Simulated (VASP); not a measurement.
# Mn (P6_3/mmc) in VASP: single point with PBE

Aim: the single point of Mn with PBE.

Everything below comes from runs of VASP 6.6.1. Logs are shortened: lines on timing, memory, paths and dates and some standing lists are left out, and cuts for length are marked.

### 1 The cell of the first run

The structure is hexagonal, space group P6_3/mmc (No. 194). The conventional cell has a = 2.481 Å, b = 2.481 Å, c = 4.014 Å, α = 90.00°, β = 90.00°, γ = 120.00°. Within 3.3 Å of Mn (site symmetry -6m2) lie 12 Mn at 2.47 to 2.48 Å.

### 2 Single point, PBE, collinear spin, ferromagnetic start

INCAR

```
SYSTEM = Mn
PREC = Accurate ; ENCUT = 520
EDIFF = 1E-7 ; ISMEAR = 0
SIGMA = 0.05 ; LREAL = .False.
LASPH = .True. ; NELM = 150
ALGO = Normal ; ISIF = 2
LWAVE = .False. ; LCHARG = .False.
ISPIN = 2 ; MAGMOM = 0.05 0.05
LORBIT = 11 ; LMAXMIX = 4
GGA = PE ; NBANDS = 24
```

KPOINTS

```
Automatic mesh
0
Gamma
  20 20 10
  0 0 0
```

POSCAR

```
Mn
1.0
    2.4814288107      0.0000000000      0.0000000000
   -1.2407144054      2.1489803878      0.0000000000
    0.0000000000      0.0000000000      4.0135258042
Mn
2
Direct
    0.3333333333      0.6666666667      0.7500000000
    0.6666666667      0.3333333333      0.2500000000
```

Potentials or basis: VASP PAW PBE potentials, release 64 (Mn_pv).

Started as:

```console
$ cat potpaw_PBE.64/Mn_pv/POTCAR > POTCAR
$ mpirun -np 1 vasp_std > vasp.out
```

OUTCAR:

```text
SYSTEM = Mn
   PREC = Accurate
   ENCUT = 520
   EDIFF = 1E-7
   ISMEAR = 0
   LREAL = .False.
   LASPH = .True.
   NELM = 150
   ISIF = 2
   ISPIN = 2
   LORBIT = 11
   GGA = PE

 ion  position               nearest neighbor table
   1  0.333  0.667  0.750-   2 2.47   2 2.47   2 2.47   2 2.47   2 2.47   2 2.47
   2  0.667  0.333  0.250-   1 2.47   1 2.47   1 2.47   1 2.47   1 2.47   1 2.47

  LATTYP: Found a hexagonal cell.
 ALAT       =     2.4814288107
 C/A-ratio  =     1.6174253264

  Lattice vectors:

 A1 = (   2.4814288107,   0.0000000000,   0.0000000000)
 A2 = (  -1.2407144054,   2.1489803878,   0.0000000000)
 A3 = (   0.0000000000,   0.0000000000,   4.0135258042)

Analysis of symmetry for initial positions (statically):
=====================================================================
 Subroutine PRICEL returns:
 Original cell was already a primitive cell.

 Routine SETGRP: Setting up the symmetry group for a
 hexagonal supercell.

 Subroutine GETGRP returns: Found 24 space group operations
 (whereof 12 operations were pure point group operations)
 out of a pool of 24 trial point group operations.

The static configuration has the point symmetry D_3d.
 The point group associated with its full space group is D_6h.

Analysis of symmetry for dynamics (positions and initial velocities):
=====================================================================
 Subroutine PRICEL returns:
 Original cell was already a primitive cell.

 Routine SETGRP: Setting up the symmetry group for a
 hexagonal supercell.

 Subroutine GETGRP returns: Found 24 space group operations
 (whereof 12 operations were pure point group operations)
 out of a pool of 24 trial point group operations.

The dynamic configuration has the point symmetry D_3d.
 The point group associated with its full space group is D_6h.

Analysis of structural, dynamic, and magnetic symmetry:
=====================================================================
 Subroutine PRICEL returns:
 Original cell was already a primitive cell.

 Routine SETGRP: Setting up the symmetry group for a
 hexagonal supercell.

 Subroutine GETGRP returns: Found 24 space group operations
 (whereof 12 operations were pure point group operations)
 out of a pool of 24 trial point group operations.

The overall configuration has the point symmetry D_3d.
 The point group associated with its full space group is D_6h.

 Subroutine INISYM returns: Found 24 space group operations
 (whereof 12 operations are pure point group operations),
 and found     1 'primitive' translations

----------------------------------------------------------------------------------------

                                     Primitive cell

  volume of cell :      21.4023

  direct lattice vectors                    reciprocal lattice vectors
     2.481428811  0.000000000  0.000000000     0.402993628  0.232668480  0.000000000
    -1.240714405  2.148980388  0.000000000     0.000000000  0.465336960  0.000000000
     0.000000000  0.000000000  4.013525804     0.000000000  0.000000000  0.249157486

  length of vectors
     2.481428811  2.481428811  4.013525804     0.465336960  0.465336960  0.249157486

  position of ions in fractional coordinates (direct lattice)
     0.333333333  0.666666667  0.750000000
     0.666666667  0.333333333  0.250000000

  ion indices of the primitive-cell ions
   primitive index   ion index
                 1           1
                 2           2

----------------------------------------------------------------------------------------

 KPOINTS: Automatic mesh

Automatic generation of k-mesh.
 Grid dimensions read from file:
 generate k-points for:   20   20   10

 Generating k-lattice:

  Cartesian coordinates                     Fractional coordinates (reciprocal lattice)
     0.020149681  0.011633424  0.000000000     0.050000000  0.000000000  0.000000000
     0.000000000  0.023266848  0.000000000     0.000000000  0.050000000  0.000000000
     0.000000000  0.000000000  0.024915749     0.000000000  0.000000000  0.100000000

  Length of vectors
     0.023266848  0.023266848  0.024915749

  Shift w.r.t. Gamma in fractional coordinates (k-lattice)
     0.000000000  0.000000000  0.000000000

 Subroutine IBZKPT returns following result:
 ===========================================

 Found    264 irreducible k-points:

 Following reciprocal coordinates:
            Coordinates               Weight
  0.000000  0.000000  0.000000      1.000000
  0.050000  0.000000  0.000000      6.000000
  0.100000  0.000000  0.000000      6.000000
  0.150000  0.000000  0.000000      6.000000
  0.200000  0.000000  0.000000      6.000000
  0.250000  0.000000  0.000000      6.000000
[... 16 lines left out ...]
  0.200000  0.100000  0.000000     12.000000
  0.250000  0.100000  0.000000     12.000000
 [... further k-points ...]
   k-points           NKPTS =    264   k-points in BZ     NKDIM =    264   number of bands    NBANDS=     24
   number of dos      NEDOS =    301   number of ions     NIONS =      2
   total plane-waves  NPLWV =   9720
   dimension x,y,z NGX =    18 NGY =   18 NGZ =   30
   dimension x,y,z NGXF=    36 NGYF=   36 NGZF=   60
   ions per type =               2
   NGX,Y,Z   is equivalent  to a cutoff of  12.06, 12.06, 12.43 a.u.
   NGXF,Y,Z  is equivalent  to a cutoff of  24.12, 24.12, 24.85 a.u.
 SYSTEM =  Mn
   PREC   = accura    normal or accurate (medium, high low for compatibility)
   ISTART =      0    job   : 0-new  1-cont  2-samecut
   ICHARG =      2    charge: 1-file 2-atom 10-const
   ISPIN  =      2    spin polarized calculation?
   LNONCOLLINEAR =      F non collinear calculations
   LSORBIT =      F    spin-orbit coupling
   LASPH  =      T    aspherical Exc in radial PAW
   ENCUT  =  520.0 eV  38.22 Ry    6.18 a.u.   4.61  4.61  7.46*2*pi/ulx,y,z
   NELM   =    150;   NELMIN=  2; NELMDL= -5     # of ELM steps
   EDIFF  = 0.1E-06   stopping-criterion for ELM
   LREAL  =      F    real-space projection
   EDIFFG = 0.1E-05   stopping-criterion for IOM
   NSW    =      0    number of steps for IOM
   IBRION =     -1    ionic relax: 0-MD 1-quasi-New 2-CG
   NFREE  =      0    steps in history (QN), initial steepest desc. (CG)
   ISIF   =      2    stress and relaxation
   ISYM   =      2    0-nonsym 1-usesym 2-fastsym
   POTIM  = 0.5000    time-step for ionic-motion
   TEBEG  =    0.0;   TEEND  =   0.0 temperature during run
   PSTRESS=    0.0 pullay stress
   NELECT =      26.0000    total number of electrons
   NUPDOWN=      -1.0000    fix difference up-down
   EMIN   =  10.00;   EMAX   =-10.00  energy-range for DOS
   EFERMI =   0.00;   METHOD = LEGACY
   ISMEAR =     0;   SIGMA  =   0.05  broadening in eV -4-tet -1-fermi 0-gaus
   EFERMI_NEDOS =   21; number of points for ismear=-14 and -15
   IALGO  =     38    algorithm
   IMIX   =      4    mixing-type and parameters
     AMIX     =   0.40;   BMIX     =  1.00
     AMIX_MAG =   1.60;   BMIX_MAG =  1.00
  volume/ion in A,a.u.               =      10.70        72.21
  Fermi-wavevector in a.u.,A,eV,Ry     =   1.746811  3.300994 41.516103  3.051348
  Thomas-Fermi vector in A             =   2.818232
   LORBIT       =     11    0 simple, 1 ext, 2 COOP (PROOUT), +10 PAW based schemes
   GGA     = PE    functional components
   LHFCALC =     F    Hartree Fock is set to
   AEXX    =    0.0000 exact exchange contribution
   IVDW    =     0    specifies the selected vdW correction
   LEPSILON=     F    determine dielectric tensor
   LRPA    =     F    only Hartree local field effects (RPA)
 spin polarized calculation
 Gauss-broadening in eV      SIGMA  =   0.05
  energy-cutoff  :      520.00
  volume of cell :       21.40
 maximum number of plane-waves:       589
   NGX =  9   NGY =  9   NGZ = 15

 number of electron      26.0000027 magnetization       0.0000021

 number of electron      26.0000027 magnetization      -0.0000003

 Free energy of the ion-electron system (eV)
  ---------------------------------------------------
  ext. energy  EPLUGINS =         0.00000000
  ---------------------------------------------------
  free energy    TOTEN  =       -17.89053542 eV

  energy without entropy =      -17.88696790  energy(sigma->0) =      -17.88875166

 E-fermi :  10.4306     XC(G=0): -14.0440

 val. band max:       10.4253726946   @ k =   0.1500   0.0000   0.1000
 cond. band min:      10.4329967130   @ k =   0.0500   0.0000   0.0000
 fundamental gap:      0.0076240183
 Fermi energy:        10.4305723377

 spin component 1

 k-point     1 :       0.0000    0.0000    0.0000
  band No.  band energies     occupation
      1     -37.8492      1.00000
      2     -37.1757      1.00000
      3     -37.1757      1.00000
      4     -37.0696      1.00000
      5     -37.0696      1.00000
      6     -37.0630      1.00000
[... 16 lines left out ...]
     23      36.8884      0.00000
     24      36.8884      0.00000

 k-point     2 :       0.0500    0.0000    0.0000
  band No.  band energies     occupation
      1     -37.8428      1.00000
      2     -37.1897      1.00000
      3     -37.1803      1.00000
      4     -37.0841      1.00000
      5     -37.0716      1.00000
      6     -37.0653      1.00000
[... 16 lines left out ...]
     23      35.6968      0.00000
     24      36.2397      0.00000

 k-point     3 :       0.1000    0.0000    0.0000
  band No.  band energies     occupation
      1     -37.8242      1.00000
      2     -37.2302      1.00000
      3     -37.1932      1.00000
      4     -37.1260      1.00000
      5     -37.0777      1.00000
      6     -37.0725      1.00000
[... 16 lines left out ...]
     23      34.6791      0.00000
     24      36.3637      0.00000
[... 514 lines left out ...]
 k-point    23 :       0.2000    0.1000    0.0000
  band No.  band energies     occupation
      1     -37.6916      1.00000
      2     -37.4645      1.00000
      3     -37.4009      1.00000
      4     -37.2595      1.00000
      5     -37.1408      1.00000
      6     -37.1315      1.00000
[... 16 lines left out ...]
     23      33.3991      0.00000
     24      33.4905      0.00000

 k-point    24 :       0.2500    0.1000    0.0000
  band No.  band energies     occupation
      1     -37.6407      1.00000
      2     -37.5485      1.00000
      3     -37.4660      1.00000
      4     -37.2967      1.00000
      5     -37.1596      1.00000
      6     -37.1585      1.00000
[... 16 lines left out ...]
     23      31.9525      0.00000
     24      32.7697      0.00000

 [... further k-points ...]

 spin component 2

 k-point     1 :       0.0000    0.0000    0.0000
  band No.  band energies     occupation
      1     -37.8492      1.00000
      2     -37.1757      1.00000
      3     -37.1757      1.00000
      4     -37.0696      1.00000
      5     -37.0696      1.00000
      6     -37.0630      1.00000
[... 16 lines left out ...]
     23      36.8884      0.00000
     24      36.8884      0.00000

 k-point     2 :       0.0500    0.0000    0.0000
  band No.  band energies     occupation
      1     -37.8428      1.00000
      2     -37.1897      1.00000
      3     -37.1803      1.00000
      4     -37.0841      1.00000
      5     -37.0716      1.00000
      6     -37.0653      1.00000
[... 16 lines left out ...]
     23      35.6968      0.00000
     24      36.2397      0.00000

 k-point     3 :       0.1000    0.0000    0.0000
  band No.  band energies     occupation
      1     -37.8242      1.00000
      2     -37.2302      1.00000
      3     -37.1932      1.00000
      4     -37.1260      1.00000
      5     -37.0777      1.00000
      6     -37.0725      1.00000
[... 16 lines left out ...]
     23      34.6791      0.00000
     24      36.3637      0.00000
[... 514 lines left out ...]
 k-point    23 :       0.2000    0.1000    0.0000
  band No.  band energies     occupation
      1     -37.6916      1.00000
      2     -37.4645      1.00000
      3     -37.4009      1.00000
      4     -37.2595      1.00000
      5     -37.1408      1.00000
      6     -37.1315      1.00000
[... 16 lines left out ...]
     23      33.3991      0.00000
     24      33.4905      0.00000

 k-point    24 :       0.2500    0.1000    0.0000
  band No.  band energies     occupation
      1     -37.6407      1.00000
      2     -37.5485      1.00000
      3     -37.4660      1.00000
      4     -37.2967      1.00000
      5     -37.1596      1.00000
      6     -37.1585      1.00000
[... 16 lines left out ...]
     23      31.9525      0.00000
     24      32.7697      0.00000

 [... further k-points ...]
[... 5 lines left out ...]
  --------------------------------------------------------------------------------------
  -------------------------------------------------------------------------------------
  Total       -0.0098494     -0.0098494     -0.0325902      0.0000000      0.0000000      0.0000000
  in kB       -0.7373246     -0.7373246     -2.4397026      0.0000000      0.0000000      0.0000000
  external PRESSURE =      -1.3047840 kB  Pullay stress =       0.0000000 kB

 VOLUME and BASIS-vectors are now :
 -----------------------------------------------------------------------------
  energy-cutoff  :      520.00
  volume of cell :       21.40
      direct lattice vectors                 reciprocal lattice vectors
     2.481428811  0.000000000  0.000000000     0.402993628  0.232668480  0.000000000
    -1.240714405  2.148980388  0.000000000     0.000000000  0.465336960  0.000000000
     0.000000000  0.000000000  4.013525804     0.000000000  0.000000000  0.249157486

 POSITION                                       TOTAL-FORCE (eV/Angst)
 -----------------------------------------------------------------------------------
     -0.00000      1.43265      3.01014         0.000000     -0.000000      0.000000
      1.24071      0.71633      1.00338        -0.000000      0.000000      0.000000
 -----------------------------------------------------------------------------------
    total drift:                               -0.000000      0.000000     -0.000000

  FREE ENERGIE OF THE ION-ELECTRON SYSTEM (eV)
  ---------------------------------------------------
  free  energy   TOTEN  =       -17.8905354191 eV

  energy  without entropy=      -17.8869678962  energy(sigma->0) =      -17.88875166

 total charge

# of ion       s       p       d       tot
------------------------------------------
    1        0.428   6.401   5.165  11.994
    2        0.428   6.401   5.165  11.994
--------------------------------------------------
tot          0.856  12.803  10.329  23.989

 magnetization (x)

# of ion       s       p       d       tot
------------------------------------------
    1       -0.000  -0.000   0.000  -0.000
    2       -0.000  -0.000   0.000  -0.000
--------------------------------------------------
tot         -0.000  -0.000   0.000  -0.000
```

Run time: 5 min. Hardware: 1 thread of Intel Xeon Platinum 8375C at 2.90GHz (Ice Lake), shared host; peak memory 0.28 GiB.

Results:

```yaml
Free_energy: -17.8905 eV
Pressure: -0.1 GPa
Band_gap_on_the_k_mesh: zero (filled and empty bands overlap)
Net_moment: 0.00 μB per cell
Valence_electrons_inside_the_program's_atomic_spheres: Mn 11.99
```
